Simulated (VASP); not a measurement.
# ZnS (P1) in VASP: single point with PBE

Aim: the single point of ZnS with PBE.

Everything below comes from runs of VASP 6.6.1. Logs are shortened: lines on timing, memory, paths and dates and some standing lists are left out, and cuts for length are marked.

## Step 1: The cell of the first run

The typed cell holds 32 atoms: a = 9.426 Å, b = 9.426 Å, c = 9.426 Å, α = 109.47°, β = 109.47°, γ = 109.47°.

## Step 2: Single point, PBE

Input file INCAR:

```
SYSTEM = ZnS
PREC = Accurate
ENCUT = 500
EDIFF = 1E-6
ISMEAR = 0
SIGMA = 0.02
LREAL = Auto
LASPH = .TRUE.
NELM = 120
ALGO = Normal
ISIF = 2
LWAVE = .FALSE.
LCHARG = .FALSE.
GGA = PE
NBANDS = 166
GGA_COMPAT = .FALSE.
KPAR = 2
NCORE = 2
```

Input file KPOINTS:

```
Automatic mesh
0
Gamma
  2 2 2
  0.5 0.5 0.5
```

Input file POSCAR:

```
ZnS
1.0
    5.4423574058      5.4423574058     -5.4423574058
   -5.4423574058     -5.4423574058     -5.4423574058
   -5.4423574058      5.4423574058      5.4423574058
Zn S
16 16
Direct
    0.2501711407      0.4987970938      0.2500570718
    0.5004187497      0.2488246620      0.2499302594
    0.7499700764     -0.0013959602      0.2497493291
    0.7499283853      0.4986453893      0.7496968628
    0.0003441629      0.4987560124      0.5003197137
    0.2503722134      0.2489702257      0.5001765421
    0.5007503547     -0.0009044563      0.5005730307
    0.7505695055      0.7492551833      0.5004251575
    1.0003970009      0.7487674796      0.2500175589
    0.5005484410      0.4989551003      0.0005587287
    0.7504207217      0.2489450310      0.0001873192
    0.0007300339      0.2490631432      0.7502260150
    0.2501405287      0.9987505794      0.7497122208
    0.5001216121      0.7486677992      0.7499448384
    0.0004277033     -0.0010248772      0.0004381325
    0.2502135656      0.7490288070      0.0002002993
    0.2504541176      0.4990676566      0.0002820884
    0.5002703674      0.2487132130     -0.0000948791
    0.7501894700     -0.0012216902     -0.0000556959
    0.7503000119      0.4989241290      0.5000114078
    0.0003061860      0.4988391982      0.2502300979
    0.2504926678      0.2489516173      0.2502010029
    0.5002760076     -0.0011044171      0.2502011947
    0.7504913816      0.7489418058      0.2502821004
    0.0000683410      0.7487085870     -0.0000511304
    0.5002449305      0.4988320456      0.7502837771
    0.7506585826      0.2490501897      0.7502647786
    0.0001771691      0.2486318671      0.4999102010
    0.2504194661     -0.0011274967      0.4999572419
    0.5003103908      0.7488054082      0.5001028142
    0.0004703550     -0.0009755278      0.7503518586
    0.2502425717      0.7488880092      0.7501240342
```

Potentials or basis: VASP PAW PBE potentials, release 64 (Zn, S).

Run with:

```sh
$ cat potpaw_PBE.64/Zn/POTCAR potpaw_PBE.64/S/POTCAR > POTCAR
$ mpirun -np 4 vasp_std > vasp.out
```

OUTCAR:

```text
SYSTEM = ZnS
   PREC = Accurate
   ENCUT = 500
   EDIFF = 1E-6
   ISMEAR = 0
   LREAL = Auto
   LASPH = .TRUE.
   NELM = 120
   ISIF = 2
   GGA = PE

 ion  position               nearest neighbor table
   1  0.250  0.499  0.250-  21 2.36  17 2.36  22 2.36  30 2.36
   2  0.500  0.249  0.250-  18 2.36  23 2.36  20 2.36  22 2.36
   3  0.750  0.999  0.250-  19 2.36  23 2.36  24 2.36  28 2.36
   4  0.750  0.499  0.750-  20 2.36  26 2.36  27 2.36  25 2.36
   5  0.000  0.499  0.500-  28 2.36  32 2.36  20 2.36  21 2.36
   6  0.250  0.249  0.500-  26 2.36  28 2.36  22 2.36  29 2.36
[... 24 lines left out ...]
  31  0.000  0.999  0.750-   8 2.36  13 2.36  12 2.36  15 2.36
  32  0.250  0.749  0.750-   5 2.36  14 2.36  13 2.36  16 2.36

  LATTYP: Found a body centered cubic cell.
 ALAT       =    10.8847148116

  Lattice vectors:

 A1 = (   5.4423574058,   5.4423574058,  -5.4423574058)
 A2 = (  -5.4423574058,  -5.4423574058,  -5.4423574058)
 A3 = (  -5.4423574058,   5.4423574058,   5.4423574058)

Analysis of symmetry for initial positions (statically):
=====================================================================
 Subroutine PRICEL returns:
 Original cell was already a primitive cell.

 Routine SETGRP: Setting up the symmetry group for a
 body centered cubic supercell.

 Subroutine GETGRP returns: Found  1 space group operations
 (whereof  1 operations were pure point group operations)
 out of a pool of 48 trial point group operations.

The static configuration has the point symmetry C_1 .

Analysis of symmetry for dynamics (positions and initial velocities):
=====================================================================
 Subroutine PRICEL returns:
 Original cell was already a primitive cell.

 Routine SETGRP: Setting up the symmetry group for a
 body centered cubic supercell.

 Subroutine GETGRP returns: Found  1 space group operations
 (whereof  1 operations were pure point group operations)
 out of a pool of 48 trial point group operations.

The dynamic configuration has the point symmetry C_1 .

 Subroutine INISYM returns: Found  1 space group operations
 (whereof  1 operations are pure point group operations),
 and found     1 'primitive' translations

----------------------------------------------------------------------------------------

                                     Primitive cell

  volume of cell :     644.7943

  direct lattice vectors                    reciprocal lattice vectors
     5.442357406  5.442357406 -5.442357406     0.000000000  0.091871952 -0.091871952
    -5.442357406 -5.442357406 -5.442357406    -0.091871952  0.000000000 -0.091871952
    -5.442357406  5.442357406  5.442357406    -0.091871952  0.091871952  0.000000000

  length of vectors
     9.426439540  9.426439540  9.426439540     0.129926561  0.129926561  0.129926561

  position of ions in fractional coordinates (direct lattice)
     0.250171141  0.498797094  0.250057072
     0.500418750  0.248824662  0.249930259
     0.749970076  0.998604040  0.249749329
     0.749928385  0.498645389  0.749696863
     0.000344163  0.498756012  0.500319714
     0.250372213  0.248970226  0.500176542
[... 24 lines left out ...]
     0.000470355  0.999024472  0.750351859
     0.250242572  0.748888009  0.750124034

  ion indices of the primitive-cell ions
   primitive index   ion index
                 1           1
                 2           2
                 3           3
                 4           4
                 5           5
                 6           6
[... 24 lines left out ...]
                31          31
                32          32

----------------------------------------------------------------------------------------

 KPOINTS: Automatic mesh

Automatic generation of k-mesh.
 Grid dimensions read from file:
 generate k-points for:    2    2    2

 Generating k-lattice:

  Cartesian coordinates                     Fractional coordinates (reciprocal lattice)
     0.000000000  0.045935976 -0.045935976     0.500000000  0.000000000  0.000000000
    -0.045935976  0.000000000 -0.045935976     0.000000000  0.500000000  0.000000000
    -0.045935976  0.045935976  0.000000000     0.000000000  0.000000000  0.500000000

  Length of vectors
     0.064963280  0.064963280  0.064963280

  Shift w.r.t. Gamma in fractional coordinates (k-lattice)
     0.500000000  0.500000000  0.500000000

 Subroutine IBZKPT returns following result:
 ===========================================

 Found      4 irreducible k-points:

 Following reciprocal coordinates:
            Coordinates               Weight
  0.250000  0.250000  0.250000      2.000000
 -0.250000  0.250000  0.250000      2.000000
  0.250000 -0.250000  0.250000      2.000000
  0.250000  0.250000 -0.250000      2.000000
   k-points           NKPTS =      4   k-points in BZ     NKDIM =      4   number of bands    NBANDS=    166
   number of dos      NEDOS =    301   number of ions     NIONS =     32
   total plane-waves  NPLWV = 343000
   dimension x,y,z NGX =    70 NGY =   70 NGZ =   70
   dimension x,y,z NGXF=   140 NGYF=  140 NGZF=  140
   ions per type =              16  16
   NGX,Y,Z   is equivalent  to a cutoff of  12.35, 12.35, 12.35 a.u.
   NGXF,Y,Z  is equivalent  to a cutoff of  24.69, 24.69, 24.69 a.u.
 SYSTEM =  ZnS
   PREC   = accura    normal or accurate (medium, high low for compatibility)
   ISTART =      0    job   : 0-new  1-cont  2-samecut
   ICHARG =      2    charge: 1-file 2-atom 10-const
   ISPIN  =      1    spin polarized calculation?
   LNONCOLLINEAR =      F non collinear calculations
   LSORBIT =      F    spin-orbit coupling
   LASPH  =      T    aspherical Exc in radial PAW
   ENCUT  =  500.0 eV  36.75 Ry    6.06 a.u.  17.19 17.19 17.19*2*pi/ulx,y,z
   NELM   =    120;   NELMIN=  2; NELMDL= -5     # of ELM steps
   EDIFF  = 0.1E-05   stopping-criterion for ELM
   LREAL  =      T    real-space projection
   EDIFFG = 0.1E-04   stopping-criterion for IOM
   NSW    =      0    number of steps for IOM
   IBRION =     -1    ionic relax: 0-MD 1-quasi-New 2-CG
   NFREE  =      0    steps in history (QN), initial steepest desc. (CG)
   ISIF   =      2    stress and relaxation
   ISYM   =      2    0-nonsym 1-usesym 2-fastsym
   POTIM  = 0.5000    time-step for ionic-motion
   TEBEG  =    0.0;   TEEND  =   0.0 temperature during run
   PSTRESS=    0.0 pullay stress
   NELECT =     288.0000    total number of electrons
   NUPDOWN=      -1.0000    fix difference up-down
   EMIN   =  10.00;   EMAX   =-10.00  energy-range for DOS
   EFERMI =   0.00;   METHOD = LEGACY
   ISMEAR =     0;   SIGMA  =   0.02  broadening in eV -4-tet -1-fermi 0-gaus
   EFERMI_NEDOS =   21; number of points for ismear=-14 and -15
   IALGO  =     38    algorithm
   IMIX   =      4    mixing-type and parameters
     AMIX     =   0.40;   BMIX     =  1.00
     AMIX_MAG =   1.60;   BMIX_MAG =  1.00
  volume/ion in A,a.u.               =      20.15       135.98
  Fermi-wavevector in a.u.,A,eV,Ry     =   1.251407  2.364816 21.306991  1.566020
  Thomas-Fermi vector in A             =   2.385356
   LORBIT       =      0    0 simple, 1 ext, 2 COOP (PROOUT), +10 PAW based schemes
   GGA     = PE    functional components
   LHFCALC =     F    Hartree Fock is set to
   AEXX    =    0.0000 exact exchange contribution
   IVDW    =     0    specifies the selected vdW correction
   LEPSILON=     F    determine dielectric tensor
   LRPA    =     F    only Hartree local field effects (RPA)
 non-spin polarized calculation
 Gauss-broadening in eV      SIGMA  =   0.02
  energy-cutoff  :      500.00
  volume of cell :      644.79
 maximum number of plane-waves:     16376
 NGX is ok and might be reduce to    70
   NGX = 35   NGY = 35   NGZ = 35

 number of electron     288.0000278 magnetization

 Free energy of the ion-electron system (eV)
  ---------------------------------------------------
  ext. energy  EPLUGINS =         0.00000000
  ---------------------------------------------------
  free energy    TOTEN  =      -109.66404933 eV

  energy without entropy =     -109.66404933  energy(sigma->0) =     -109.66404933

 E-fermi :   1.6353     XC(G=0):  -9.5311

 val. band max:        1.5166159652   @ k =  -0.2500   0.2500   0.2500
 cond. band min:       5.1107895965   @ k =   0.2500  -0.2500   0.2500
 fundamental gap:      3.5941736313
 Fermi energy:         1.6352701991

 k-point     1 :       0.2500    0.2500    0.2500
  band No.  band energies     occupation
      1     -10.6806      2.00000
      2     -10.6802      2.00000
      3     -10.6800      2.00000
      4     -10.6797      2.00000
      5     -10.0601      2.00000
      6     -10.0599      2.00000
[... 148 lines left out ...]
    155       6.2376      0.00000
    156       6.2382      0.00000

 k-point     2 :      -0.2500    0.2500    0.2500
  band No.  band energies     occupation
      1     -10.9356      2.00000
      2     -10.4515      2.00000
      3     -10.4512      2.00000
      4     -10.4506      2.00000
      5     -10.4505      2.00000
      6     -10.2098      2.00000
[... 148 lines left out ...]
    155       6.5713      0.00000
    156       6.5715      0.00000

 k-point     3 :       0.2500   -0.2500    0.2500
  band No.  band energies     occupation
      1     -10.9356      2.00000
      2     -10.4513      2.00000
      3     -10.4510      2.00000
      4     -10.4508      2.00000
      5     -10.4507      2.00000
      6     -10.2097      2.00000
[... 148 lines left out ...]
    155       6.5712      0.00000
    156       6.5716      0.00000

 k-point     4 :       0.2500    0.2500   -0.2500
  band No.  band energies     occupation
      1     -10.9356      2.00000
      2     -10.4512      2.00000
      3     -10.4510      2.00000
      4     -10.4508      2.00000
      5     -10.4507      2.00000
      6     -10.2098      2.00000
[... 148 lines left out ...]
    155       6.5713      0.00000
    156       6.5715      0.00000
 [bands above 156 left out]

------------------------ aborting loop because EDIFF is reached ----------------------------------------

  FORCE on cell =-STRESS in cart. coord.  units (eV):
  Direction    XX          YY          ZZ          XY          YZ          ZX
  --------------------------------------------------------------------------------------
  -------------------------------------------------------------------------------------
  Total        1.9615767      1.9697932      1.9582029      0.0045244     -0.0015819      0.0077948
  in kB        4.8741031      4.8945193      4.8657200      0.0112422     -0.0039307      0.0193685
  external PRESSURE =       4.8781141 kB  Pullay stress =       0.0000000 kB

 VOLUME and BASIS-vectors are now :
 -----------------------------------------------------------------------------
  energy-cutoff  :      500.00
  volume of cell :      644.79
      direct lattice vectors                 reciprocal lattice vectors
     5.442357406  5.442357406 -5.442357406     0.000000000  0.091871952 -0.091871952
    -5.442357406 -5.442357406 -5.442357406    -0.091871952  0.000000000 -0.091871952
    -5.442357406  5.442357406  5.442357406    -0.091871952  0.091871952  0.000000000

 POSITION                                       TOTAL-FORCE (eV/Angst)
 -----------------------------------------------------------------------------------
     -2.71401      0.00779     -2.71525        -0.000238      0.002678     -0.002191
      0.00906      2.72947     -2.71744        -0.004511      0.000465      0.001910
     -2.71238      0.00607     -8.15714        -0.002583      0.004737     -0.001992
     -2.71255      5.44769     -2.71507        -0.003537      0.007134     -0.002239
     -5.43545      0.01038      0.00664         0.000668     -0.005047     -0.002655
     -2.71451      2.72977      0.00454         0.002403     -0.000048      0.001382
[... 24 lines left out ...]
     -9.51817     -1.35081     -1.35593        -0.001007      0.001568     -0.002705
     -6.79625      1.36864     -1.35518         0.000560      0.001767     -0.001030
 -----------------------------------------------------------------------------------
    total drift:                               -0.008585     -0.018058     -0.012901

  FREE ENERGIE OF THE ION-ELECTRON SYSTEM (eV)
  ---------------------------------------------------
  free  energy   TOTEN  =      -109.6640493326 eV

  energy  without entropy=     -109.6640493326  energy(sigma->0) =     -109.66404933
```

Wall time 13 min (4 MPI ranks of AMD EPYC 7R43 (Zen 3), shared host); peak memory 0.47 GiB.

What came out:

- Free energy: -109.6640 eV
- Pressure: 0.5 GPa
- Largest force: 0.010 eV/Å
- Band gap on the k mesh: 3.59 eV

Forces on the atoms (eV/Å):
```
Zn   0.000  0.003 -0.002
Zn  -0.005  0.000  0.002
Zn  -0.003  0.005 -0.002
Zn  -0.004  0.007 -0.002
Zn   0.001 -0.005 -0.003
Zn   0.002  0.000  0.001
Zn   0.005 -0.008  0.001
Zn   0.006 -0.001  0.005
Zn  -0.004  0.000  0.001
Zn   0.003 -0.008 -0.001
Zn   0.003 -0.001  0.000
Zn  -0.001 -0.003  0.004
Zn  -0.003  0.005  0.001
Zn  -0.003  0.002 -0.001
Zn   0.003 -0.004  0.000
Zn   0.003  0.001  0.000
S    0.001  0.000 -0.001
S   -0.001  0.001  0.002
S    0.000  0.001  0.001
S    0.000  0.000  0.001
S   -0.001  0.002  0.000
S    0.000 -0.002  0.000
S    0.000  0.002  0.000
S   -0.001 -0.002 -0.001
S    0.002  0.001 -0.002
S    0.000  0.000 -0.001
S    0.000 -0.002  0.000
S   -0.001  0.002  0.000
S    0.000  0.002  0.002
S    0.000  0.000  0.000
S   -0.001  0.002 -0.003
S    0.001  0.002 -0.001
```

Levels at points of the mesh, in eV from the valence-band top:
```tsv
k point	band 142	band 143	band 144	band 145	band 146	band 147
(0.25, 0.25, 0.25)	-0.06	-0.06	-0.06	3.81	3.81	3.81
```

Caveat: a shifted mesh leaves out Γ, where band edges can lie. A k mesh can miss the band edges.
